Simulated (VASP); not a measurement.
## SnTe: single point with LDA

Crystal: SnTe.

```
Sn Te
1.0
     0.00000    3.75018    3.75018
     3.75018    0.00000    3.75018
     3.75018    3.75018    0.00000
Sn Te
1 1
Direct
  0.00000 0.00000 0.00000
  0.75000 0.75000 0.75000
```

| Property | Result |
| --- | --- |
| Program | VASP 6.6.1 |
| Task | single point |
| Functional | LDA |
| Potentials or basis | VASP PAW LDA potentials, release 64 (Sn_d, Te) |
| Cutoff | 520 eV |
| k mesh | 6 × 6 × 6 |
| Occupations | gaussian, width 0.01 eV |
| Spin | no spin polarisation |
| Dipole correction | no |
| Further INCAR settings | ALGO = Normal; EDIFF = 1e-06; NBANDS = 17 |

```json
{
  "Pressure": "-3.9 GPa",
  "Band gap on the k mesh": "0.42 eV, indirect (least direct gap 0.82 eV)"
}
```

Levels at points of the mesh, in eV from the valence-band top:
| k point | band 6 | band 7 | band 8 | band 9 | band 10 | band 11 | band 12 | band 13 | band 14 | band 15 |
| --- | --- | --- | --- | --- | --- | --- | --- | --- | --- | --- |
| (0.00, 0.00, 0.00) | -10.78 | -5.32 | -1.40 | -1.40 | -1.40 | 1.28 | 1.28 | 1.28 | 4.13 | 6.68 |
| (0.50, 0.00, 0.00) | -10.37 | -6.58 | -1.87 | -1.87 | -1.68 | 2.00 | 2.00 | 3.13 | 5.73 | 6.28 |
| (0.50, 0.50, 0.00) | -10.21 | -6.88 | -2.44 | -2.44 | -0.40 | 0.42 | 3.66 | 3.66 | 5.40 | 6.18 |

Wall time 34 s on 1 thread of Intel Xeon 8259CL, on a shared host, peak memory 0.2 GiB.

Caveat: spin-orbit coupling is left out, which moves the levels of the heavy elements. A k mesh can miss the band edges.
